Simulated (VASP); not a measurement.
A run of VASP 6.6.1 is set up as follows.

File INCAR:

```
SYSTEM = Bi
  ALGO = Fast
  EDIFF = 1E-6
  ENCUT = 520
  GGA = PE
  ISIF = 2
  ISMEAR = 0
  LASPH = .TRUE.
  LCHARG = .FALSE.
  LREAL = .FALSE.
  LWAVE = .FALSE.
  NBANDS = 38
  NELM = 100
  PREC = Accurate
  SIGMA = 0.1
```

The input KPOINTS:

```
k-points
0
G
  10 10 8
  0 0 0
```

POSCAR

```
Bi
1.0
    5.1908216420      0.0000000000      0.0877343417
    0.0000000000      4.4904097915      0.0000000000
   -2.4274069472      0.0000000000      6.2055474886
Bi
4
Direct
    0.3214876370      0.9034408026      0.5440355625
    0.1345469492      0.4039357260      0.9097729915
    0.6785123630      0.4034408026      0.4559644375
    0.8654530508      0.9039357260      0.0902270085
```

Potentials or basis: VASP PAW PBE potentials, release 64 (Bi_d).

Run with:

```console
$ cat potpaw_PBE.64/Bi_d/POTCAR > POTCAR
$ mpirun -np 1 vasp_std > vasp.out
```

Q: Predict the largest force.

A: 0.010 eV/Å.

Q: Estimate the pressure.

A: -0.1 GPa.

Q: Estimate the band gap on the k mesh.

A: Zero (bands 30 and 31 overlap by 1.04 eV).

Forces in eV/Å, atoms in the order of the input:
```
Bi  -0.007  0.000  0.007
Bi   0.009  0.000  0.003
Bi   0.007  0.000 -0.007
Bi  -0.009  0.000 -0.003
```

Caveat: spin-orbit coupling is left out, which moves the levels of the heavy elements.
